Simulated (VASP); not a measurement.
# Bi (Im-3m) in VASP: further runs

Bi is run at these levels: PBE+D3(BJ); tasks: single point.

Everything below comes from runs of VASP 6.6.1. Logs are shortened: lines on timing, memory, paths and dates and some standing lists are left out, and cuts for length are marked.

## (1) The cell of the first run

Symmetry: Im-3m, No. 229, cubic system. Conventional cell: a = 3.755 Å, b = 3.755 Å, c = 3.755 Å, α = 90.00°, β = 90.00°, γ = 90.00°. Within 4.3 Å of Bi (site symmetry m-3m) lie 14 Bi at 3.25 to 3.76 Å.

## (2) Single point, PBE+D3(BJ) (volume scaled by 0.88)

The input, INCAR:

```
SYSTEM = Bi
PREC = Accurate ; ENCUT = 520
EDIFF = 1E-6 ; ISMEAR = 0
SIGMA = 0.1 ; LREAL = .FALSE.
LASPH = .TRUE. ; NELM = 80
ALGO = Normal ; ISIF = 2
LWAVE = .FALSE. ; LCHARG = .FALSE.
GGA = PE ; IVDW = 12
NBANDS = 14
```

The input, KPOINTS:

```
regular mesh
0
G
  16 16 16
  0 0 0
```

The input, POSCAR:

```
Bi
1.0
   -1.8777277135      1.8777277135      1.8777277135
    1.8777277135     -1.8777277135      1.8777277135
    1.8777277135      1.8777277135     -1.8777277135
Bi
1
Direct
    0.0000000000      0.0000000000      0.0000000000
```

Potentials or basis: VASP PAW PBE potentials, release 64 (Bi_d).

Launch:

```console
$ cat potpaw_PBE.64/Bi_d/POTCAR > POTCAR
$ mpirun -np 1 vasp_std > vasp.out
```

OUTCAR:

```text
SYSTEM = Bi
   PREC = Accurate
   ENCUT = 520
   EDIFF = 1E-6
   ISMEAR = 0
   LREAL = .FALSE.
   LASPH = .TRUE.
   NELM = 80
   ISIF = 2
   GGA = PE
   IVDW = 12
 IVDW          = 12

 ion  position               nearest neighbor table
   1  0.000  0.000  0.000-

  LATTYP: Found a body centered cubic cell.
 ALAT       =     3.7554554270

  Lattice vectors:

 A1 = (  -1.8777277135,   1.8777277135,   1.8777277135)
 A2 = (   1.8777277135,  -1.8777277135,   1.8777277135)
 A3 = (   1.8777277135,   1.8777277135,  -1.8777277135)

Analysis of symmetry for initial positions (statically):
=====================================================================
 Subroutine PRICEL returns:
 Original cell was already a primitive cell.

 Routine SETGRP: Setting up the symmetry group for a
 body centered cubic supercell.

 Subroutine GETGRP returns: Found 48 space group operations
 (whereof 48 operations were pure point group operations)
 out of a pool of 48 trial point group operations.

The static configuration has the point symmetry O_h .

Analysis of symmetry for dynamics (positions and initial velocities):
=====================================================================
 Subroutine PRICEL returns:
 Original cell was already a primitive cell.

 Routine SETGRP: Setting up the symmetry group for a
 body centered cubic supercell.

 Subroutine GETGRP returns: Found 48 space group operations
 (whereof 48 operations were pure point group operations)
 out of a pool of 48 trial point group operations.

The dynamic configuration has the point symmetry O_h .

 Subroutine INISYM returns: Found 48 space group operations
 (whereof 48 operations are pure point group operations),
 and found     1 'primitive' translations

----------------------------------------------------------------------------------------

                                     Primitive cell

  volume of cell :      26.4824

  direct lattice vectors                    reciprocal lattice vectors
    -1.877727713  1.877727713  1.877727713     0.000000000  0.266279289  0.266279289
     1.877727713 -1.877727713  1.877727713     0.266279289  0.000000000  0.266279289
     1.877727713  1.877727713 -1.877727713     0.266279289  0.266279289  0.000000000

  length of vectors
     3.252319803  3.252319803  3.252319803     0.376575782  0.376575782  0.376575782

  position of ions in fractional coordinates (direct lattice)
     0.000000000  0.000000000  0.000000000

  ion indices of the primitive-cell ions
   primitive index   ion index
                 1           1

----------------------------------------------------------------------------------------
[... 83 lines left out ...]
   EMIN   =  10.00;   EMAX   =-10.00  energy-range for DOS
   EFERMI =   0.00;   METHOD = LEGACY
   ISMEAR =     0;   SIGMA  =   0.10  broadening in eV -4-tet -1-fermi 0-gaus
   EFERMI_NEDOS =   21; number of points for ismear=-14 and -15
   IALGO  =     38    algorithm
   IMIX   =      4    mixing-type and parameters
     AMIX     =   0.40;   BMIX     =  1.00
     AMIX_MAG =   1.60;   BMIX_MAG =  1.00
  volume/ion in A,a.u.               =      26.48       178.71
  Fermi-wavevector in a.u.,A,eV,Ry     =   1.354522  2.559675 24.963004  1.834729
  Thomas-Fermi vector in A             =   2.481686
   LORBIT       =      0    0 simple, 1 ext, 2 COOP (PROOUT), +10 PAW based schemes
   GGA     = PE    functional components
   LHFCALC =     F    Hartree Fock is set to
   AEXX    =    0.0000 exact exchange contribution
   IVDW    =    12    specifies the selected vdW correction
   LEPSILON=     F    determine dielectric tensor
   LRPA    =     F    only Hartree local field effects (RPA)
 non-spin polarized calculation
 Gauss-broadening in eV      SIGMA  =   0.10
  energy-cutoff  :      520.00
  volume of cell :       26.48
 maximum number of plane-waves:       736
   NGX = 13   NGY = 13   NGZ = 13

 number of electron      14.9999993 magnetization

 Free energy of the ion-electron system (eV)
  ---------------------------------------------------
  ext. energy  EPLUGINS =         0.00000000
  ---------------------------------------------------
  free energy    TOTEN  =        -3.57105251 eV

  energy without entropy =       -3.56841461  energy(sigma->0) =       -3.56973356

 E-fermi :  10.0631     XC(G=0): -11.0870

 val. band max:       10.0626695142   @ k =   0.3125   0.1250   0.0625
 cond. band min:      10.1083366102   @ k =   0.3125   0.1875   0.1250
 fundamental gap:      0.0456670961
 Fermi energy:        10.0631160896

 k-point     1 :       0.0000    0.0000    0.0000
  band No.  band energies     occupation
      1     -13.1178      2.00000
      2     -13.1178      2.00000
      3     -13.1178      2.00000
      4     -12.9014      2.00000
      5     -12.9014      2.00000
      6      -4.6757      2.00000
      7      16.4928      0.00000
      8      16.4928      0.00000
      9      16.4928      0.00000
     10      20.5560      0.00000
     11      20.5560      0.00000
     12      20.5560      0.00000
     13      21.5302      0.00000
     14      22.8957      0.00000
[... 377 lines left out ...]
      1     -13.1447      2.00000
      2     -13.0588      2.00000
      3     -12.9354      2.00000
      4     -12.9232      2.00000
      5     -12.8465      2.00000
      6      -1.6709      2.00000
      7       6.7882      2.00000
      8       9.8514      1.99725
      9      13.4374      0.00000
     10      18.8458      0.00000
     11      20.1172      0.00000
     12      22.6247      0.00000
     13      25.0340      0.00000
     14      25.1688      0.00000

 [... further k-points ...]

------------------------ aborting loop because EDIFF is reached ----------------------------------------

 Edisp (eV)   -0.59543

 E8    (eV) :    -0.2921

  FORCE on cell =-STRESS in cart. coord.  units (eV):
  Direction    XX          YY          ZZ          XY          YZ          ZX
  --------------------------------------------------------------------------------------
  -------------------------------------------------------------------------------------
  Total       1.67397     1.67397     1.67397    -0.00000    -0.00000     0.00000
  in kB     101.27441   101.27441   101.27441    -0.00000    -0.00000     0.00000
  external pressure =      101.27 kB  Pullay stress =        0.00 kB

 VOLUME and BASIS-vectors are now :
 -----------------------------------------------------------------------------
  energy-cutoff  :      520.00
  volume of cell :       26.48
      direct lattice vectors                 reciprocal lattice vectors
    -1.877727713  1.877727713  1.877727713     0.000000000  0.266279289  0.266279289
     1.877727713 -1.877727713  1.877727713     0.266279289  0.000000000  0.266279289
     1.877727713  1.877727713 -1.877727713     0.266279289  0.266279289  0.000000000

 POSITION                                       TOTAL-FORCE (eV/Angst)
 -----------------------------------------------------------------------------------
      0.00000      0.00000      0.00000         0.000000      0.000000     -0.000000
 -----------------------------------------------------------------------------------
    total drift:                                0.000000      0.000000     -0.000000

  FREE ENERGIE OF THE ION-ELECTRON SYSTEM (eV)
  ---------------------------------------------------
  free  energy   TOTEN  =        -4.1664866020 eV

  energy  without entropy=       -4.1638487030  energy(sigma->0) =       -4.16516765
```

OSZICAR:

```text
N       E                     dE             d eps       ncg     rms          rms(c)
DAV:   1     0.115808287458E+03    0.11581E+03   -0.77278E+03  4128   0.131E+03
DAV:   2     0.292868965430E+01   -0.11288E+03   -0.10868E+03  4366   0.352E+02
DAV:   3    -0.343037834830E+01   -0.63591E+01   -0.63341E+01  5106   0.788E+01
DAV:   4    -0.357213337184E+01   -0.14176E+00   -0.14172E+00  5136   0.123E+01
DAV:   5    -0.357778112762E+01   -0.56478E-02   -0.56476E-02  5740   0.225E+00    0.521E-01
DAV:   6    -0.357277083216E+01    0.50103E-02   -0.63601E-03  5500   0.117E+00    0.292E-01
DAV:   7    -0.357106205132E+01    0.17088E-02   -0.37774E-03  5524   0.943E-01    0.736E-02
DAV:   8    -0.357106040381E+01    0.16475E-05   -0.41986E-04  5372   0.288E-01    0.752E-03
DAV:   9    -0.357105530426E+01    0.50996E-05   -0.89809E-06  5684   0.434E-02    0.418E-03
DAV:  10    -0.357105248957E+01    0.28147E-05   -0.99760E-07  3848   0.135E-02    0.571E-04
DAV:  11    -0.357105251128E+01   -0.21710E-07   -0.20956E-07  3182   0.731E-03
   1 F= -.41664866E+01 E0= -.41651677E+01  d E =-.263790E-02
```

stdout:

```text
POSCAR found type information on POSCAR Bi
 POSCAR found :  1 types and       1 ions
 scaLAPACK will be used
 LDA part: xc-table for (Slater+PW92), standard interpolation
 POSCAR, INCAR and KPOINTS ok, starting setup
 FFT: planning ... GRIDC
 FFT: planning ... GRID_SOFT
 FFT: planning ... GRID
 WAVECAR not read
 entering main loop
```

Wall time 22 s (1 thread of Intel Xeon Platinum 8259CL at 2.50GHz (Skylake/Cascade Lake), shared host); peak memory 0.18 GiB.

What came out:

| Property | Result |
| --- | --- |
| Free energy | -4.1665 eV |
| Pressure | 10.1 GPa |
| Dispersion energy per atom | -0.595 eV |

Levels at points of the mesh, in eV from the Fermi level:
```csv
k point,band 6,band 7,band 8,band 9,band 10,band 11
"(0.00, 0.00, 0.00)",-14.74,6.43,6.43,6.43,10.49,10.49
"(0.50, 0.00, 0.00)",-10.68,-6.06,1.93,3.91,6.65,8.06
"(0.50, 0.50, 0.50)",-7.75,-2.16,-2.16,-2.16,3.42,3.42
```

Caveat: spin-orbit coupling is left out, which moves the levels of the heavy elements; pairwise dispersion overbinds metals, which lowers pressure and volume.

## (3) Single point, PBE+D3(BJ) (volume scaled by 0.91)

The input, INCAR:

```
PREC = Accurate
ENCUT = 520
EDIFF = 1E-6
ISMEAR = 0
SIGMA = 0.1
LREAL = F
LASPH = T
NELM = 100
ALGO = Fast
ISIF = 2
LWAVE = F
LCHARG = F
GGA = PE
IVDW = 12
NBANDS = 14
```

The input, KPOINTS:

```
regular mesh
0
Gamma
  16 16 16
```

The input, POSCAR:

```
Bi
1.0
   -1.8988275438      1.8988275438      1.8988275438
    1.8988275438     -1.8988275438      1.8988275438
    1.8988275438      1.8988275438     -1.8988275438
Bi
1
Direct
    0.0000000000      0.0000000000      0.0000000000
```

Potentials or basis: VASP PAW PBE potentials, release 64 (Bi_d).

Launch:

```console
$ cat potpaw_PBE.64/Bi_d/POTCAR > POTCAR
$ mpirun -np 1 vasp_std > vasp.out
```

It took 27 s on 1 thread of Intel Xeon Platinum 8259CL at 2.50GHz (Skylake/Cascade Lake), shared host; peak memory 0.18 GiB.

It converged, with:

```yaml
Free_energy: -4.2145 eV
Pressure: 6.8 GPa
Dispersion_energy_per_atom: -0.576 eV
```

Levels at points of the mesh, in eV from the Fermi level:
```tsv
k point	band 4	band 5	band 6	band 7	band 8	band 9	band 10	band 11	band 12	band 13
(0.00, 0.00, 0.00)	-22.96	-22.96	-14.47	6.13	6.13	6.13	10.49	10.49	10.49	10.94
(0.50, 0.00, 0.00)	-22.96	-22.83	-10.64	-5.85	1.85	3.82	6.49	7.94	13.21	14.09
(0.50, 0.50, 0.50)	-22.86	-22.86	-7.89	-2.09	-2.09	-2.09	3.43	3.43	15.71	18.84
```

Caveat: spin-orbit coupling is left out, which moves the levels of the heavy elements; pairwise dispersion overbinds metals, which lowers pressure and volume.

## (4) Single point, PBE+D3(BJ) (volume scaled by 0.94)

The input, INCAR:

```
PREC = Accurate ; ENCUT = 520
EDIFF = 1E-6 ; ISMEAR = 0
SIGMA = 0.1 ; LREAL = False
LASPH = True ; NELM = 100
ALGO = Fast ; ISIF = 2
LWAVE = False ; LCHARG = False
GGA = PE ; IVDW = 12
NBANDS = 14
```

The input, KPOINTS:

```
Automatic mesh
0
Gamma
  16 16 16
```

The input, POSCAR:

```
Bi
1.0
   -1.9194685907      1.9194685907      1.9194685907
    1.9194685907     -1.9194685907      1.9194685907
    1.9194685907      1.9194685907     -1.9194685907
Bi
1
Direct
    0.0000000000      0.0000000000      0.0000000000
```

Launch:

```console
$ cat potpaw_PBE.64/Bi_d/POTCAR > POTCAR
$ mpirun -np 1 vasp_std > vasp.out
```

Wall time 79 s (1 thread of Intel Xeon Platinum 8259CL at 2.50GHz (Skylake/Cascade Lake), shared host); peak memory 0.19 GiB.

The run converged. Its results:

- Free energy: -4.2454 eV
- Pressure: 4.1 GPa
- Dispersion energy per atom: -0.557 eV

Levels at points of the mesh, in eV from the Fermi level:
| k point | band 3 | band 4 | band 5 | band 6 | band 7 | band 8 | band 9 | band 10 | band 11 | band 12 |
| --- | --- | --- | --- | --- | --- | --- | --- | --- | --- | --- |
| (0.00, 0.00, 0.00) | -23.12 | -22.94 | -22.94 | -14.21 | 5.86 | 5.86 | 5.86 | 10.45 | 10.49 | 10.49 |
| (0.50, 0.00, 0.00) | -22.95 | -22.95 | -22.83 | -10.59 | -5.64 | 1.78 | 3.73 | 6.35 | 7.84 | 12.99 |
| (0.50, 0.50, 0.50) | -22.86 | -22.86 | -22.86 | -8.02 | -2.01 | -2.01 | -2.01 | 3.45 | 3.45 | 15.62 |

Caveat: spin-orbit coupling is left out, which moves the levels of the heavy elements; pairwise dispersion overbinds metals, which lowers pressure and volume.

[end of part 1 of 2]
